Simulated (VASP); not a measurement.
# Zr (P6_3/mmc) in VASP: vibrations by perturbation theory with LDA

Aim: the vibrations by perturbation theory of Zr with LDA.

Program: VASP 6.6.1. These are calculated values, not measurements. Logs are shortened: lines on timing, memory, paths and dates and some standing lists are left out, and cuts for length are marked.

## Step 1: The cell of the first run

The structure is hexagonal, space group P6_3/mmc (No. 194). Conventional cell: a = 3.239 Å, b = 3.239 Å, c = 5.172 Å, α = 90.00°, β = 90.00°, γ = 120.00°. Zr (site symmetry -6m2) has 12 Zr at 3.19 to 3.24 Å within 4.2 Å.

## Step 2: Vibrations by perturbation theory, LDA

Contents of INCAR:

```
ALGO     = Normal         # electronic algorithm
EDIFF    = 1E-8           # SCF threshold, eV
ENCUT    = 520            # plane-wave cutoff, eV
IBRION   = 8              # ionic algorithm
ISIF     = 2              # what is computed and relaxed
ISMEAR   = -1             # smearing method
LASPH    = True           # aspherical terms in the spheres
LCHARG   = False          # write CHGCAR
LREAL    = False          # projectors in reciprocal space
LWAVE    = False          # write WAVECAR
NELM     = 60             # most SCF steps
NSW      = 1              # ionic steps
PREC     = Accurate       # precision mode
SIGMA    = 0.15           # smearing width, eV
```

Contents of KPOINTS:

```
k-points
0
Gamma
  12 12 8
```

Contents of POSCAR:

```
Zr
1.0
    3.2392314101      0.0000000029      0.0000000000
   -1.6196157076      2.8052566885      0.0000000000
    0.0000000000      0.0000000000      5.1722200000
Zr
2
Direct
    0.3333333333      0.6666666667      0.2500000000
    0.6666666667      0.3333333333      0.7500000000
```

Potentials or basis: VASP PAW LDA potentials, release 64 (Zr_sv).

The run is started by

```
$ cat potpaw_LDA.64/Zr_sv/POTCAR > POTCAR
$ mpirun -np 1 vasp_std > vasp.out
```

OUTCAR:

```text
EDIFF = 1E-8
   ENCUT = 520
   IBRION = 8
   ISIF = 2
   ISMEAR = -1
   LASPH = True
   LREAL = False
   NELM = 60
   NSW = 1
   PREC = Accurate

 ion  position               nearest neighbor table
   1  0.333  0.667  0.250-   2 3.19   2 3.19   2 3.19   2 3.19   2 3.19   2 3.19
   2  0.667  0.333  0.750-   1 3.19   1 3.19   1 3.19   1 3.19   1 3.19   1 3.19

  LATTYP: Found a hexagonal cell.
 ALAT       =     3.2392314101
 C/A-ratio  =     1.5967429755

  Lattice vectors:

 A1 = (   3.2392314101,   0.0000000029,   0.0000000000)
 A2 = (  -1.6196157076,   2.8052566885,   0.0000000000)
 A3 = (   0.0000000000,   0.0000000000,   5.1722200000)

Analysis of symmetry for initial positions (statically):
=====================================================================
 Subroutine PRICEL returns:
 Original cell was already a primitive cell.

 Routine SETGRP: Setting up the symmetry group for a
 hexagonal supercell.

 Subroutine GETGRP returns: Found 24 space group operations
 (whereof 12 operations were pure point group operations)
 out of a pool of 24 trial point group operations.

The static configuration has the point symmetry D_3d.
 The point group associated with its full space group is D_6h.

Analysis of symmetry for dynamics (positions and initial velocities):
=====================================================================
 Subroutine PRICEL returns:
 Original cell was already a primitive cell.

 Routine SETGRP: Setting up the symmetry group for a
 hexagonal supercell.

 Subroutine GETGRP returns: Found 24 space group operations
 (whereof 12 operations were pure point group operations)
 out of a pool of 24 trial point group operations.

The dynamic configuration has the point symmetry D_3d.
 The point group associated with its full space group is D_6h.

 Subroutine INISYM returns: Found 24 space group operations
 (whereof 12 operations are pure point group operations),
 and found     1 'primitive' translations

----------------------------------------------------------------------------------------

                                     Primitive cell

  volume of cell :      46.9993

  direct lattice vectors                    reciprocal lattice vectors
     3.239231410  0.000000003  0.000000000     0.308715208  0.178236809  0.000000000
    -1.619615708  2.805256689  0.000000000    -0.000000000  0.356473617  0.000000000
     0.000000000  0.000000000  5.172220000     0.000000000  0.000000000  0.193340577

  length of vectors
     3.239231410  3.239231410  5.172220000     0.356473617  0.356473617  0.193340577

  position of ions in fractional coordinates (direct lattice)
     0.333333333  0.666666667  0.250000000
     0.666666667  0.333333333  0.750000000

  ion indices of the primitive-cell ions
   primitive index   ion index
                 1           1
                 2           2

----------------------------------------------------------------------------------------

 KPOINTS: k-points

Automatic generation of k-mesh.
 Grid dimensions read from file:
 generate k-points for:   12   12    8

 Generating k-lattice:

  Cartesian coordinates                     Fractional coordinates (reciprocal lattice)
     0.025726267  0.014853067  0.000000000     0.083333333  0.000000000  0.000000000
    -0.000000000  0.029706135  0.000000000    -0.000000000  0.083333333  0.000000000
     0.000000000  0.000000000  0.024167572     0.000000000  0.000000000  0.125000000

  Length of vectors
     0.029706135  0.029706135  0.024167572

  Shift w.r.t. Gamma in fractional coordinates (k-lattice)
     0.000000000  0.000000000  0.000000000

 Subroutine IBZKPT returns following result:
 ===========================================

 Found     95 irreducible k-points:

 Following reciprocal coordinates:
            Coordinates               Weight
  0.000000  0.000000  0.000000      1.000000
  0.083333  0.000000  0.000000      6.000000
  0.166667  0.000000  0.000000      6.000000
  0.250000  0.000000  0.000000      6.000000
  0.333333  0.000000  0.000000      6.000000
  0.416667  0.000000  0.000000      6.000000
[... 16 lines left out ...]
  0.250000  0.000000  0.125000     12.000000
  0.333333  0.000000  0.125000     12.000000
 [... further k-points ...]
[... 22 lines left out ...]
   IBRION =      8    ionic relax: 0-MD 1-quasi-New 2-CG
   NFREE  =      0    steps in history (QN), initial steepest desc. (CG)
   ISIF   =      2    stress and relaxation
   ISYM   =      2    0-nonsym 1-usesym 2-fastsym
   POTIM  = 0.5000    time-step for ionic-motion
   TEBEG  =    0.0;   TEEND  =   0.0 temperature during run
   PSTRESS=    0.0 pullay stress
   NELECT =      24.0000    total number of electrons
   NUPDOWN=      -1.0000    fix difference up-down
   EMIN   =  10.00;   EMAX   =-10.00  energy-range for DOS
   EFERMI =   0.00;   METHOD = LEGACY
   ISMEAR =    -1;   SIGMA  =   0.15  broadening in eV -4-tet -1-fermi 0-gaus
   EFERMI_NEDOS =   21; number of points for ismear=-14 and -15
   IALGO  =     38    algorithm
   IMIX   =      4    mixing-type and parameters
     AMIX     =   0.40;   BMIX     =  1.00
     AMIX_MAG =   1.60;   BMIX_MAG =  1.00
  volume/ion in A,a.u.               =      23.50       158.58
  Fermi-wavevector in a.u.,A,eV,Ry     =   1.308523  2.472750 23.296340  1.712233
  Thomas-Fermi vector in A             =   2.439184
   LORBIT       =      0    0 simple, 1 ext, 2 COOP (PROOUT), +10 PAW based schemes
   GGA     = CA    functional components
   LHFCALC =     F    Hartree Fock is set to
   AEXX    =    0.0000 exact exchange contribution
   IVDW    =     0    specifies the selected vdW correction
   LEPSILON=     F    determine dielectric tensor
   LRPA    =     F    only Hartree local field effects (RPA)
 non-spin polarized calculation
  energy-cutoff  :      520.00
  volume of cell :       47.00
 maximum number of plane-waves:      1296
   NGX = 13   NGY = 13   NGZ = 19

--------------------------------------- Ionic step        1  -------------------------------------------

 number of electron      24.0000001 magnetization

 Free energy of the ion-electron system (eV)
  ---------------------------------------------------
  ext. energy  EPLUGINS =         0.00000000
  ---------------------------------------------------
  free energy    TOTEN  =       -18.59110032 eV

  energy without entropy =      -18.41563501  energy(sigma->0) =      -18.50336766

 E-fermi :   8.6306     XC(G=0): -11.2517

 val. band max:        8.5897404049   @ k =   0.1667   0.0000   0.3750
 cond. band min:       8.6389882036   @ k =   0.2500   0.2500   0.5000
 fundamental gap:      0.0492477988
 Fermi energy:         8.6305610679

 k-point     1 :       0.0000    0.0000    0.0000
  band No.  band energies     occupation
      1     -39.8787      2.00000
      2     -39.7275      2.00000
      3     -18.5316      2.00000
      4     -17.6825      2.00000
      5     -17.6825      2.00000
      6     -17.5439      2.00000
[... 433 lines left out ...]
      3     -18.3039      2.00000
      4     -18.1379      2.00000
      5     -18.0641      2.00000
      6     -17.8325      2.00000
[... 8 lines left out ...]
     15       9.8429      0.00062
     16      12.1085      0.00000

 [... further k-points ...]

------------------------ aborting loop because EDIFF is reached ----------------------------------------

  FORCE on cell =-STRESS in cart. coord.  units (eV):
  Direction    XX          YY          ZZ          XY          YZ          ZX
  --------------------------------------------------------------------------------------
  -------------------------------------------------------------------------------------
  Total       -1.9956006     -1.9956006     -1.7978030      0.0000000     -0.0000000      0.0000000
  in kB      -68.0287722    -68.0287722    -61.2859751      0.0000000     -0.0000000      0.0000000
  external PRESSURE =     -65.7811731 kB  Pullay stress =       0.0000000 kB

 VOLUME and BASIS-vectors are now :
 -----------------------------------------------------------------------------
  energy-cutoff  :      520.00
  volume of cell :       47.00
      direct lattice vectors                 reciprocal lattice vectors
     3.239231410  0.000000003  0.000000000     0.308715208  0.178236809  0.000000000
    -1.619615708  2.805256689  0.000000000    -0.000000000  0.356473617  0.000000000
     0.000000000  0.000000000  5.172220000     0.000000000  0.000000000  0.193340577

 POSITION                                       TOTAL-FORCE (eV/Angst)
 -----------------------------------------------------------------------------------
     -0.00000      1.87017      1.29306        -0.000000      0.000000      0.000000
      1.61962      0.93509      3.87917         0.000000     -0.000000      0.000000
 -----------------------------------------------------------------------------------
    total drift:                                0.000000     -0.000000      0.000000

  FREE ENERGIE OF THE ION-ELECTRON SYSTEM (eV)
  ---------------------------------------------------
  free  energy   TOTEN  =       -18.5911003167 eV

  energy  without entropy=      -18.4156350103  energy(sigma->0) =      -18.50336766

[... ionic steps 2 to 3 ...]

--------------------------------------- Ionic step        4  -------------------------------------------

------------------------ aborting loop because EDIFF is reached ----------------------------------------

[... ionic steps 5 to 5 ...]

--------------------------------------- Ionic step        6  -------------------------------------------

 Free energy of the ion-electron system (eV)
  ---------------------------------------------------
  ---------------------------------------------------
  free energy    TOTEN  =        -0.73108015 eV

  energy without entropy =       -0.73108015

------------------------ aborting loop because EDIFF is reached ----------------------------------------

 INTERNAL STRAIN TENSOR  FOR ION    1  DIRECTION 3   (eV/Angst):
 -----------------------------------------------------------------------------
    -0.05911  0.00000 -0.00000
     0.00000 -0.05911 -0.00000
    -0.00000 -0.00000  0.12143

 INTERNAL STRAIN TENSOR FOR ION    2 for displacements in x,y,z  (eV/Angst):
          X           Y           Z          XY          YZ          ZX
  --------------------------------------------------------------------------------
  x    -0.00000     0.00000     0.00000     1.21308     0.00000     0.00000
  y     1.21308    -1.21308    -0.00000     0.00000     0.00000     0.00000
  z    -0.00000    -0.00000     0.00000    -0.00000     0.00000    -0.00000

 SECOND DERIVATIVES (NOT SYMMETRIZED)
 ------------------------------------
               1X          1Y          1Z          2X          2Y          2Z
  1X    -0.536070    0.000000    0.000000    0.536070   -0.000000    0.000000
  1Y     0.000000   -0.536070    0.000000   -0.000000    0.536070    0.000000
  1Z     0.000000    0.000000   -3.452945    0.000000   -0.000000    3.452945
  2X     0.536070   -0.000000    0.000000   -0.536070    0.000000    0.000000
  2Y    -0.000000    0.536070    0.000000    0.000000   -0.536070    0.000000
  2Z     0.000000   -0.000000    3.452945    0.000000    0.000000   -3.452945

 Eigenvectors and eigenvalues of the dynamical matrix
 ----------------------------------------------------

   1 f  =    4.301362 THz    27.026255 2PiTHz  143.477992 cm-1    17.788996 meV
             X         Y         Z           dx          dy          dz
     -0.000000  1.870171  1.293055     0.000000    0.000000   -0.707107
      1.619616  0.935086  3.879165     0.000000    0.000000    0.707107
[... 16 lines left out ...]
   5 f  =    0.000000 THz     0.000000 2PiTHz    0.000000 cm-1     0.000000 meV
             X         Y         Z           dx          dy          dz
     -0.000000  1.870171  1.293055     0.000000   -0.000000    0.707107
      1.619616  0.935086  3.879165     0.000000    0.000000    0.707107

   6 f/i=    0.000000 THz     0.000000 2PiTHz    0.000001 cm-1     0.000000 meV
             X         Y         Z           dx          dy          dz
     -0.000000  1.870171  1.293055    -0.012320    0.706999    0.000000
      1.619616  0.935086  3.879165    -0.012320    0.706999    0.000000

--------------------------------------------------------------------------------------------------------

 ELASTIC MODULI CONTR FROM IONIC RELAXATION (kBar)
 Direction    XX          YY          ZZ          XY          YZ          ZX
 --------------------------------------------------------------------------------
 XX         -93.5780     93.5780      0.0000      0.0000     -0.0000      0.0000
 YY          93.5780    -93.5780     -0.0000      0.0000      0.0000     -0.0000
 ZZ           0.0000     -0.0000     -0.0000      0.0000     -0.0000      0.0000
 XY           0.0000      0.0000      0.0000    -93.5780     -0.0000      0.0000
 YZ          -0.0000      0.0000     -0.0000     -0.0000     -0.0000      0.0000
 ZX           0.0000     -0.0000      0.0000      0.0000      0.0000     -0.0000
 --------------------------------------------------------------------------------
```

It took 8.7 min on 1 thread of Intel Xeon Platinum 8375C at 2.90GHz (Ice Lake), shared host; peak memory 0.58 GiB.

Results:

```yaml
Highest_phonon_frequency_at_Γ: 143 cm⁻¹
```

Phonon frequencies in cm⁻¹ (negative: imaginary):
```csv
q point,frequencies
"(0.000, 0.000, 0.000)",0 0 0 57 57 143
```

Caveat: the cell wasn't relaxed at this level first, which shifts response properties.
